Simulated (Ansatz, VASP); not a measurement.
## One calculation of C, two programs

File INCAR:

```
PREC     = Accurate       # precision mode
ENCUT    = 520            # plane-wave cutoff, eV
EDIFF    = 1E-6           # SCF threshold, eV
ISMEAR   = 0              # smearing method
SIGMA    = 0.03           # smearing width, eV
LREAL    = False          # projectors in reciprocal space
LASPH    = True           # aspherical terms in the spheres
NELM     = 80             # most SCF steps
ALGO     = Normal         # electronic algorithm
ISIF     = 2              # what is computed and relaxed
LWAVE    = False          # write WAVECAR
LCHARG   = True           # write CHGCAR
GGA      = PE             # functional
IVDW     = 12             # dispersion correction
LELF     = True           # ELF
LVHAR    = True         
NBANDS   = 11             # bands
```

KPOINTS

```
regular mesh
0
Gamma
  18 18 18
```

POSCAR

```
C
1.0
    0.0000000000      2.3265803054      3.3820356997
    1.2270324356      0.0000000000      3.3820356997
    1.2270324356      2.3265803054      0.0000000000
C
2
Direct
    0.1666966007      0.8333033993      0.1666966007
    0.8333033993      0.1666966007      0.8333033993
```

Input for Ansatz:

```yaml
crystal:
  lattice:
    - [0.0, 2.3265803054, 3.3820356997]
    - [1.2270324356, 0.0, 3.3820356997]
    - [1.2270324356, 2.3265803054, 0.0]
  atoms:
    - { symbol: C, position: [0.1666966007, 0.8333033993, 0.1666966007] }
    - { symbol: C, position: [0.8333033993, 0.1666966007, 0.8333033993] }
basis:
  ecutwfc: 520.0
kpoints:
  mp_grid: { grid: [18, 18, 18] }
hamiltonian:
  xc: pbe
  pseudopotentials: { kind: paw, azcp: { folder: soft_1 } }
  dispersion: d3bj
scf:
  occupations: { method: gaussian, width: 0.03 }
output:
  forces: true
  stress: true
  eigenvalues: true
```

Change from the starting cell: volume 9.655 Å^3 an atom, stretch along b over the lengths across it, relative to the relaxed cell 1.0953.

Alike in both runs: task single point; functional PBE; dispersion D3(BJ); k mesh 18 × 18 × 18; occupations gaussian, width 0.03 eV; no spin polarisation.

|  | VASP | Ansatz |
| --- | --- | --- |
| version | VASP 6.6.1 | Ansatz 0.2.0 |
| potentials or method | VASP PAW PBE potentials, release 64 (C), cutoff 520 eV | scalar-relativistic, plane waves, PAW |
| valence electrons in the cell | 8 | 8 |

|  | VASP | Ansatz | Ansatz less VASP |
| --- | --- | --- | --- |
| gap on the k mesh at the Fermi level (eV) | 0.10 | 0.10 | -0.001 |
| least direct gap on the mesh (eV) | 0.16 | 0.16 | -0.002 |
| pressure (GPa) | -26.7 | -27.1 | -0.34 |
| traceless stress, the component that is largest in VASP (GPa) | -46.92 | -47.00 | -0.078 |
| rms of the force components (eV/Å) | 0.018 | 0.032 | +0.0142 |

Atom by atom the forces differ by 0.014 eV/Å (rms over components).
